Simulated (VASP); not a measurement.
# NbInS4 (P-6m2) in VASP: a series of runs

NbInS4 is run at these levels: PBE; tasks: single point.

Program: VASP 6.6.1. These are calculated values, not measurements. Logs are shortened: lines on timing, memory, paths and dates and some standing lists are left out, and cuts for length are marked.

### 1 The cell of the first run

The structure is hexagonal, space group P-6m2 (No. 187). The conventional cell has a = 5.763 Å, b = 5.763 Å, c = 4.709 Å, α = 90.00°, β = 90.00°, γ = 120.00°. Within 4.4 Å of Nb (site symmetry -6m2) lie 3 In at 3.33 Å and 15 S at 3.33 to 3.72 Å. Within 3.8 Å of In (site symmetry -6m2) lie 9 S at 2.90 to 3.33 Å and 3 Nb at 3.33 Å. Within 3.8 Å of S (site symmetry -6m2) lie 6 S at 2.86 Å and 3 In at 3.33 Å and 3 Nb at 3.33 Å. Within 3.7 Å of S (site symmetry mm2) lie 6 S at 2.82 to 2.94 Å and 2 In at 2.90 Å.

### 2 Single point, PBE, collinear spin, ferrimagnetic start

The input, INCAR:

```
SYSTEM = NbInS4
  PREC = Accurate
  ENCUT = 520
  EDIFF = 1E-6
  ISMEAR = 0
  SIGMA = 0.1
  LREAL = .False.
  LASPH = .True.
  NELM = 150
  ALGO = Normal
  ISIF = 2
  LWAVE = .False.
  LCHARG = .False.
  ISPIN = 2
  MAGMOM = 2.75 -0.01 -0.19 -0.13 -0.13 -0.13
  LORBIT = 11
  LMAXMIX = 4
  GGA = PE
  NBANDS = 38
```

The input, KPOINTS:

```
Automatic mesh
0
Gamma
  3 3 4
  0 0 0
```

The input, POSCAR:

```
NbInS4
1.0
    5.7629520900      0.0000000000      0.0000000000
   -2.8814760400      4.9908629100      0.0000000000
    0.0000000000      0.0000000000      4.7089266200
Nb In S
1 1 4
Direct
    0.6666666700      0.3333333300      0.0000000000
    0.0000000000      0.0000000000      0.0000000000
    0.3333333300      0.6666666700      0.0000000000
    0.6595750800      0.8297875400      0.5000000000
    0.1702124600      0.8297875400      0.5000000000
    0.1702124600      0.3404249200      0.5000000000
```

Potentials or basis: VASP PAW PBE potentials, release 64 (Nb_sv, In_d, S).

Launch:

```bash
$ cat potpaw_PBE.64/Nb_sv/POTCAR potpaw_PBE.64/In_d/POTCAR potpaw_PBE.64/S/POTCAR > POTCAR
$ mpirun -np 1 vasp_std > vasp.out
```

OUTCAR:

```text
SYSTEM = NbInS4
   PREC = Accurate
   ENCUT = 520
   EDIFF = 1E-6
   ISMEAR = 0
   LREAL = .False.
   LASPH = .True.
   NELM = 150
   ISIF = 2
   ISPIN = 2
   LORBIT = 11
   GGA = PE

 ion  position               nearest neighbor table
   1  0.667  0.333  0.000-   2 3.33   2 3.33   2 3.33
   2  0.000  0.000  0.000-   5 2.90   5 2.90   6 2.90   6 2.90   4 2.90   4 2.90   1 3.33   3 3.33
                             3 3.33   1 3.33   1 3.33   3 3.33
   3  0.333  0.667  0.000-   2 3.33   2 3.33   2 3.33
   4  0.660  0.830  0.500-   2 2.90   2 2.90
   5  0.170  0.830  0.500-   2 2.90   2 2.90
   6  0.170  0.340  0.500-   2 2.90   2 2.90

  LATTYP: Found a hexagonal cell.
 ALAT       =     5.7629520900
 C/A-ratio  =     0.8171032045

  Lattice vectors:

 A1 = (   5.7629520900,   0.0000000000,   0.0000000000)
 A2 = (  -2.8814760400,   4.9908629100,   0.0000000000)
 A3 = (   0.0000000000,   0.0000000000,   4.7089266200)

Analysis of symmetry for initial positions (statically):
=====================================================================
 Subroutine PRICEL returns:
 Original cell was already a primitive cell.

 Routine SETGRP: Setting up the symmetry group for a
 hexagonal supercell.

 Subroutine GETGRP returns: Found 12 space group operations
 (whereof 12 operations were pure point group operations)
 out of a pool of 24 trial point group operations.

The static configuration has the point symmetry D_3h.

Analysis of symmetry for dynamics (positions and initial velocities):
=====================================================================
 Subroutine PRICEL returns:
 Original cell was already a primitive cell.

 Routine SETGRP: Setting up the symmetry group for a
 hexagonal supercell.

 Subroutine GETGRP returns: Found 12 space group operations
 (whereof 12 operations were pure point group operations)
 out of a pool of 24 trial point group operations.

The dynamic configuration has the point symmetry D_3h.

Analysis of structural, dynamic, and magnetic symmetry:
=====================================================================
 Subroutine PRICEL returns:
 Original cell was already a primitive cell.

 Routine SETGRP: Setting up the symmetry group for a
 hexagonal supercell.

 Subroutine GETGRP returns: Found 12 space group operations
 (whereof 12 operations were pure point group operations)
 out of a pool of 24 trial point group operations.

The overall configuration has the point symmetry D_3h.

 Subroutine INISYM returns: Found 12 space group operations
 (whereof 12 operations are pure point group operations),
 and found     1 'primitive' translations

----------------------------------------------------------------------------------------

                                     Primitive cell

  volume of cell :     135.4386

  direct lattice vectors                    reciprocal lattice vectors
     5.762952090  0.000000000  0.000000000     0.173522178  0.100183076  0.000000000
    -2.881476040  4.990862910  0.000000000     0.000000000  0.200366153  0.000000000
     0.000000000  0.000000000  4.708926620     0.000000000  0.000000000  0.212362621

  length of vectors
     5.762952090  5.762952087  4.708926620     0.200366153  0.200366153  0.212362621

  position of ions in fractional coordinates (direct lattice)
     0.666666670  0.333333330  0.000000000
     0.000000000  0.000000000  0.000000000
     0.333333330  0.666666670  0.000000000
     0.659575080  0.829787540  0.500000000
     0.170212460  0.829787540  0.500000000
     0.170212460  0.340424920  0.500000000

  ion indices of the primitive-cell ions
   primitive index   ion index
                 1           1
                 2           2
                 3           3
                 4           4
                 5           5
                 6           6

[... 29 lines left out ...]
  0.333333  0.000000  0.000000      6.000000
  0.333333  0.333333  0.000000      2.000000
  0.000000  0.000000  0.250000      2.000000
  0.333333  0.000000  0.250000     12.000000
  0.333333  0.333333  0.250000      4.000000
  0.000000  0.000000  0.500000      1.000000
  0.333333  0.000000  0.500000      6.000000
  0.333333  0.333333  0.500000      2.000000
   k-points           NKPTS =      9   k-points in BZ     NKDIM =      9   number of bands    NBANDS=     38
   number of dos      NEDOS =    301   number of ions     NIONS =      6
   total plane-waves  NPLWV =  82944
   dimension x,y,z NGX =    48 NGY =   48 NGZ =   36
   dimension x,y,z NGXF=    96 NGYF=   96 NGZF=   72
   ions per type =               1   1   4
   NGX,Y,Z   is equivalent  to a cutoff of  13.85, 13.85, 12.71 a.u.
   NGXF,Y,Z  is equivalent  to a cutoff of  27.69, 27.69, 25.42 a.u.
 SYSTEM =  NbInS4
   PREC   = accura    normal or accurate (medium, high low for compatibility)
   ISTART =      0    job   : 0-new  1-cont  2-samecut
   ICHARG =      2    charge: 1-file 2-atom 10-const
   ISPIN  =      2    spin polarized calculation?
   LNONCOLLINEAR =      F non collinear calculations
   LSORBIT =      F    spin-orbit coupling
   LASPH  =      T    aspherical Exc in radial PAW
   ENCUT  =  520.0 eV  38.22 Ry    6.18 a.u.  10.72 10.72  8.76*2*pi/ulx,y,z
   NELM   =    150;   NELMIN=  2; NELMDL= -5     # of ELM steps
   EDIFF  = 0.1E-05   stopping-criterion for ELM
   LREAL  =      F    real-space projection
   EDIFFG = 0.1E-04   stopping-criterion for IOM
   NSW    =      0    number of steps for IOM
   IBRION =     -1    ionic relax: 0-MD 1-quasi-New 2-CG
   NFREE  =      0    steps in history (QN), initial steepest desc. (CG)
   ISIF   =      2    stress and relaxation
   ISYM   =      2    0-nonsym 1-usesym 2-fastsym
   POTIM  = 0.5000    time-step for ionic-motion
   TEBEG  =    0.0;   TEEND  =   0.0 temperature during run
   PSTRESS=    0.0 pullay stress
   NELECT =      50.0000    total number of electrons
   NUPDOWN=      -1.0000    fix difference up-down
   EMIN   =  10.00;   EMAX   =-10.00  energy-range for DOS
   EFERMI =   0.00;   METHOD = LEGACY
   ISMEAR =     0;   SIGMA  =   0.10  broadening in eV -4-tet -1-fermi 0-gaus
   EFERMI_NEDOS =   21; number of points for ismear=-14 and -15
   IALGO  =     38    algorithm
   IMIX   =      4    mixing-type and parameters
     AMIX     =   0.40;   BMIX     =  1.00
     AMIX_MAG =   1.60;   BMIX_MAG =  1.00
  volume/ion in A,a.u.               =      22.57       152.33
  Fermi-wavevector in a.u.,A,eV,Ry     =   1.174403  2.219301 18.765474  1.379223
  Thomas-Fermi vector in A             =   2.310801
   LORBIT       =     11    0 simple, 1 ext, 2 COOP (PROOUT), +10 PAW based schemes
   GGA     = PE    functional components
   LHFCALC =     F    Hartree Fock is set to
   AEXX    =    0.0000 exact exchange contribution
   IVDW    =     0    specifies the selected vdW correction
   LEPSILON=     F    determine dielectric tensor
   LRPA    =     F    only Hartree local field effects (RPA)
 spin polarized calculation
 Gauss-broadening in eV      SIGMA  =   0.10
  energy-cutoff  :      520.00
  volume of cell :      135.44
 maximum number of plane-waves:      3713
 NGX is ok and might be reduce to    48
   NGX = 21   NGY = 21   NGZ = 17

 number of electron      50.0000000 magnetization       2.4926495

 Free energy of the ion-electron system (eV)
  ---------------------------------------------------
  ext. energy  EPLUGINS =         0.00000000
  ---------------------------------------------------
  free energy    TOTEN  =       -22.54819045 eV

  energy without entropy =      -22.51074638  energy(sigma->0) =      -22.52946842

 E-fermi :   5.7210     XC(G=0):  -9.9292

 val. band max:        5.7183474407   @ k =   0.3333   0.3333   0.2500
 cond. band min:       5.7250626605   @ k =   0.0000   0.0000   0.5000
 fundamental gap:      0.0067152198
 Fermi energy:         5.7209935448

 spin component 1

 k-point     1 :       0.0000    0.0000    0.0000
  band No.  band energies     occupation
      1     -50.4454      1.00000
      2     -26.6275      1.00000
      3     -26.5743      1.00000
      4     -26.5743      1.00000
      5      -8.9696      1.00000
      6      -8.5696      1.00000
[... 349 lines left out ...]
     36      11.8407      0.00000
     37      12.2988      0.00000
 Fermi energy:         5.7209935448

 spin component 2

 k-point     1 :       0.0000    0.0000    0.0000
  band No.  band energies     occupation
      1     -48.9295      1.00000
      2     -24.8970      1.00000
      3     -24.8970      1.00000
      4     -24.7695      1.00000
      5      -9.0644      1.00000
      6      -8.5677      1.00000
[... 349 lines left out ...]
     36      11.9820      0.00000
     37      12.9874      0.00000
 [bands above 37 left out]

------------------------ aborting loop because EDIFF is reached ----------------------------------------

  FORCE on cell =-STRESS in cart. coord.  units (eV):
  Direction    XX          YY          ZZ          XY          YZ          ZX
  --------------------------------------------------------------------------------------
  -------------------------------------------------------------------------------------
  Total       -5.6798853     -5.6798853     -3.6921323     -0.0000000      0.0000000      0.0000000
  in kB      -67.1904545    -67.1904544    -43.6762417     -0.0000001      0.0000000      0.0000000
  external PRESSURE =     -59.3523835 kB  Pullay stress =       0.0000000 kB

 VOLUME and BASIS-vectors are now :
 -----------------------------------------------------------------------------
  energy-cutoff  :      520.00
  volume of cell :      135.44
      direct lattice vectors                 reciprocal lattice vectors
     5.762952090  0.000000000  0.000000000     0.173522178  0.100183076  0.000000000
    -2.881476040  4.990862910  0.000000000     0.000000000  0.200366153  0.000000000
     0.000000000  0.000000000  4.708926620     0.000000000  0.000000000  0.212362621

 POSITION                                       TOTAL-FORCE (eV/Angst)
 -----------------------------------------------------------------------------------
      2.88148      1.66362      0.00000         0.000000     -0.000000     -0.000000
      0.00000      0.00000      0.00000         0.000000     -0.000000     -0.000000
     -0.00000      3.32724      0.00000         0.000000     -0.000000     -0.000000
      1.41009      4.14136      2.35446         0.282197      0.162927      0.000000
     -1.41009      4.14136      2.35446        -0.282197      0.162927      0.000000
      0.00000      1.69901      2.35446        -0.000000     -0.325854     -0.000000
 -----------------------------------------------------------------------------------
    total drift:                               -0.000040      0.000023      0.000000

  FREE ENERGIE OF THE ION-ELECTRON SYSTEM (eV)
  ---------------------------------------------------
  free  energy   TOTEN  =       -22.5481904530 eV

  energy  without entropy=      -22.5107463831  energy(sigma->0) =      -22.52946842

 total charge

# of ion       s       p       d       tot
------------------------------------------
    1        2.072   5.893   2.524  10.488
    2        0.917   0.452   9.886  11.254
    3        1.416   2.094   0.000   3.510
    4        1.425   2.100   0.000   3.525
    5        1.425   2.100   0.000   3.525
    6        1.425   2.100   0.000   3.525
--------------------------------------------------
tot          8.679  14.738  12.410  35.827

 magnetization (x)

# of ion       s       p       d       tot
------------------------------------------
    1        0.033   0.014   2.160   2.206
    2       -0.035   0.024   0.006  -0.005
    3        0.001  -0.139   0.000  -0.137
    4       -0.000  -0.092   0.000  -0.092
    5       -0.000  -0.092   0.000  -0.092
    6       -0.000  -0.092   0.000  -0.092
--------------------------------------------------
tot         -0.002  -0.376   2.166   1.788
```

Run time: 81 s. Hardware: 1 thread of Intel Xeon 6975P-C (Granite Rapids), shared host; peak memory 0.37 GiB.

What came out:

* Free energy: -22.5482 eV
* Pressure: -5.9 GPa
* Largest force: 0.326 eV/Å
* Net moment: 2.49 μB per cell
* Site moments: Nb +2.21; In -0.01; S -0.14, -0.09 μB
* Valence electrons inside the program's atomic spheres: Nb 10.49; In 11.25; S 3.51, 3.52

Forces on the atoms (eV/Å):
```
Nb   0.000  0.000  0.000
In   0.000  0.000  0.000
S    0.000  0.000  0.000
S    0.282  0.163  0.000
S   -0.282  0.163  0.000
S    0.000 -0.326  0.000
```

Levels at points of the mesh, in eV from the Fermi level:
Spin up:
```csv
k point,band 23,band 24,band 25,band 26,band 27,band 28,band 29,band 30
"(0.00, 0.00, 0.00)",-1.02,-0.78,-0.59,-0.59,0.22,0.22,0.85,1.51
"(0.00, 0.00, 0.50)",-0.56,0.00,0.00,0.03,0.03,0.90,0.90,1.66
```
Spin down:
```
           k point  band 21  band 22  band 23  band 24  band 25  band 26  band 27  band 28
(0.00, 0.00, 0.00)    -1.89    -1.89    -0.79     0.63     0.66     1.14     1.14     1.38
(0.00, 0.00, 0.50)    -0.56    -0.56     0.11     0.68     1.27     1.27     1.46     1.46
```

Caveat: the k points lie up to 0.42 Å⁻¹ apart; spin-orbit coupling is left out, which moves the levels of the heavy elements.

### 3 Single point, PBE, collinear spin, ferrimagnetic start

This run uses another cell than the first one, of 26.06 Å³/atom, 1.154 times its volume.

The input, INCAR:

```
SYSTEM = NbInS4
ALGO = Normal ; EDIFF = 1E-6
ENCUT = 520 ; GGA = PE
ISIF = 2 ; ISMEAR = 0
ISPIN = 2 ; LASPH = .True.
LCHARG = .False. ; LMAXMIX = 4
LORBIT = 11 ; LREAL = .False.
LWAVE = .False. ; MAGMOM = 2.55 0.18 -0.08 0.06 0.06 0.06
NBANDS = 38 ; NELM = 150
PREC = Accurate ; SIGMA = 0.1
```

The input, KPOINTS:

```
k-points
0
Gamma
  3 3 4
  0 0 0
```

The input, POSCAR:

```
NbInS4
1.0
    5.0434064050     -0.0000000025      0.0000000000
   -2.5217032003      4.3677180696      0.0000000000
    0.0000000000      0.0000000000      7.0980701140
Nb In S
1 1 4
Direct
    0.6666666667      0.3333333333      0.0000000000
    0.0000000000      0.0000000000      0.0000000000
    0.3333333333      0.6666666667      0.0000000000
    0.7200286606      0.8600143303      0.5000000000
    0.1399856697      0.8600143303      0.5000000000
    0.1399856697      0.2799713394      0.5000000000
```

Potentials or basis: VASP PAW PBE potentials, release 64 (Nb_sv, In_d, S).

Launch:

```bash
$ cat potpaw_PBE.64/Nb_sv/POTCAR potpaw_PBE.64/In_d/POTCAR potpaw_PBE.64/S/POTCAR > POTCAR
$ mpirun -np 1 vasp_std > vasp.out
```

Wall time 87 s (1 thread of Intel Xeon 6975P-C (Granite Rapids), shared host); peak memory 0.39 GiB.

Results (log left out):

```
Free energy                                           : -24.6582 eV
Pressure                                              : -0.1 GPa
Largest force                                         : 0.190 eV/Å
Band gap on the k mesh                                : zero (filled and empty bands overlap)
Net moment                                            : 3.99 μB per cell
Site moments                                          : Nb +2.29; In +0.19; S -0.08, +0.06 μB
Valence electrons inside the program's atomic spheres : Nb 10.62; In 11.39; S 3.60
```

Forces in eV/Å, atoms in the order of the input:
```
Nb   0.000  0.000  0.000
In   0.000  0.000  0.000
S    0.000  0.000  0.000
S    0.165  0.095  0.000
S   -0.165  0.095  0.000
S    0.000 -0.190  0.000
```

Stress tensor (GPa, compression positive):
```
-0.34  0.00  0.00
 0.00 -0.34  0.00
 0.00  0.00  0.24
```

Levels at points of the mesh, in eV from the Fermi level:
Spin up:
```tsv
k point	band 25	band 26	band 27	band 28	band 29	band 30
(0.00, 0.00, 0.00)	-0.25	-0.25	0.62	0.62	2.35	2.79
(0.00, 0.00, 0.50)	-0.20	-0.17	0.61	0.61	1.56	2.35
```
Spin down:
| k point | band 20 | band 21 | band 22 | band 23 | band 24 | band 25 | band 26 | band 27 |
| --- | --- | --- | --- | --- | --- | --- | --- | --- |
| (0.00, 0.00, 0.00) | -3.63 | -2.05 | -1.19 | -1.19 | 1.60 | 1.70 | 1.70 | 1.82 |
| (0.00, 0.00, 0.50) | -3.41 | -2.46 | -1.11 | -1.11 | 1.71 | 1.71 | 1.90 | 1.90 |

Caveat: the k points lie up to 0.48 Å⁻¹ apart; spin-orbit coupling is left out, which moves the levels of the heavy elements.

### 4 Single point, PBE, collinear spin, ferromagnetic start

This run uses another cell than the first one, of 22.72 Å³/atom, 1.006 times its volume.

The input, INCAR:

```
SYSTEM = NbInS4
  ALGO = Normal
  EDIFF = 1E-7
  ENCUT = 520
  GGA = PE
  ISIF = 2
  ISMEAR = 0
  ISPIN = 2
  LASPH = .TRUE.
  LCHARG = .TRUE.
  LELF = .TRUE.
  LMAXMIX = 4
  LORBIT = 11
  LREAL = .FALSE.
  LVHAR = .TRUE.
  LWAVE = .FALSE.
  MAGMOM = 2.55 0.18 0 0 0 0
  NBANDS = 38
  NELM = 150
  PREC = Accurate
  SIGMA = 0.1
```

The input, KPOINTS:

```
k-points
0
G
  6 6 4
  0 0 0
```

The input, POSCAR:

```
NbInS4
1.0
    4.8878533557      0.0000000000      0.0000000000
   -2.4439266779      4.2330051760      0.0000000000
    0.0000000000      0.0000000000      6.5877443951
Nb In S
1 1 4
Direct
    0.6666666667      0.3333333333      0.0000000000
    0.0000000000      0.0000000000      0.0000000000
    0.3333333333      0.6666666667      0.0000000000
    0.6519581603      0.8259790801      0.5000000000
    0.1740209199      0.8259790801      0.5000000000
    0.1740209199      0.3480418397      0.5000000000
```

Launch:

```bash
$ cat potpaw_PBE.64/Nb_sv/POTCAR potpaw_PBE.64/In_d/POTCAR potpaw_PBE.64/S/POTCAR > POTCAR
$ mpirun -np 1 vasp_std > vasp.out
```

Run time: 2.8 min. Hardware: 1 thread of Intel Xeon 6975P-C (Granite Rapids), shared host; peak memory 0.39 GiB.

It converged, with:

- Free energy: -24.9813 eV
- Pressure: -0.3 GPa
- Largest force: 0.057 eV/Å
- Net moment: 3.00 μB per cell
- Site moments: Nb +2.05; In +0.17; S -0.09, -0.03 μB
- Valence electrons inside the program's atomic spheres: Nb 10.61; In 11.43; S 3.62, 3.54

Forces in eV/Å, atoms in the order of the input:
```
Nb   0.000  0.000  0.000
In   0.000  0.000  0.000
S    0.000  0.000  0.000
S   -0.050 -0.029  0.000
S    0.050 -0.029  0.000
S    0.000  0.057  0.000
```

Stress tensor (GPa, compression positive):
```
-0.31  0.00  0.00
 0.00 -0.31  0.00
 0.00  0.00 -0.21
```

Levels at points of the mesh, in eV from the Fermi level:
Spin up:
```tsv
k point	band 23	band 24	band 25	band 26	band 27	band 28	band 29	band 30
(0.00, 0.00, 0.00)	-0.55	-0.50	-0.42	-0.42	0.71	0.71	2.60	3.59
(0.50, 0.00, 0.00)	-1.22	-1.16	-1.01	-0.80	0.06	0.14	0.35	1.25
(0.00, 0.00, 0.50)	-0.40	-0.28	-0.28	0.07	0.64	0.64	2.24	3.59
(0.50, 0.00, 0.50)	-1.23	-1.01	-0.87	-0.36	-0.24	-0.22	-0.01	1.28
```
Spin down:
| k point | band 19 | band 20 | band 21 | band 22 | band 23 | band 24 | band 25 | band 26 | band 27 | band 28 |
| --- | --- | --- | --- | --- | --- | --- | --- | --- | --- | --- |
| (0.00, 0.00, 0.00) | -4.16 | -3.79 | -1.45 | -0.55 | -0.55 | 1.26 | 1.41 | 1.41 | 1.67 | 1.67 |
| (0.50, 0.00, 0.00) | -2.14 | -1.93 | -1.84 | -1.15 | -0.92 | -0.90 | -0.89 | 0.39 | 1.66 | 1.68 |
| (0.00, 0.00, 0.50) | -4.25 | -3.15 | -2.76 | -0.36 | -0.36 | 1.56 | 1.56 | 1.60 | 1.60 | 2.00 |
| (0.50, 0.00, 0.50) | -2.26 | -2.12 | -1.94 | -1.62 | -0.92 | -0.87 | -0.60 | 0.50 | 0.82 | 1.43 |

Caveat: spin-orbit coupling is left out, which moves the levels of the heavy elements.

### 5 The runs side by side

| spin | cell | k mesh | gap on the mesh (eV) | pressure (GPa) | moment (μB) | largest force (eV/Å) |
| --- | --- | --- | --- | --- | --- | --- |
| collinear, ferrimagnetic start | a = 5.763, b = 5.763, c = 4.709 Å, angles 90.0, 90.0, 120.0°, 6 atoms | 3 × 3 × 4 | none | -5.9 | 2.49 | 0.33 |
| collinear, ferrimagnetic start | a = 5.043, b = 5.043, c = 7.098 Å, angles 90.0, 90.0, 120.0°, 6 atoms | 3 × 3 × 4 | none | -0.1 | 3.99 | 0.19 |
| collinear, ferromagnetic start | a = 4.888, b = 4.888, c = 6.588 Å, angles 90.0, 90.0, 120.0°, 6 atoms | 6 × 6 × 4 | none | -0.3 | 3.00 | 0.06 |

Alike in all rows: task single point; level PBE; potentials or basis VASP PAW PBE potentials, release 64 (Nb_sv, In_d, S); cutoff (eV) 520; smearing gaussian 0.1 eV.

Caveats: some runs use coarse meshes; spin-orbit coupling is left out, which moves the levels of the heavy elements.

Absolute energies hang on the potentials; compare differences alone.
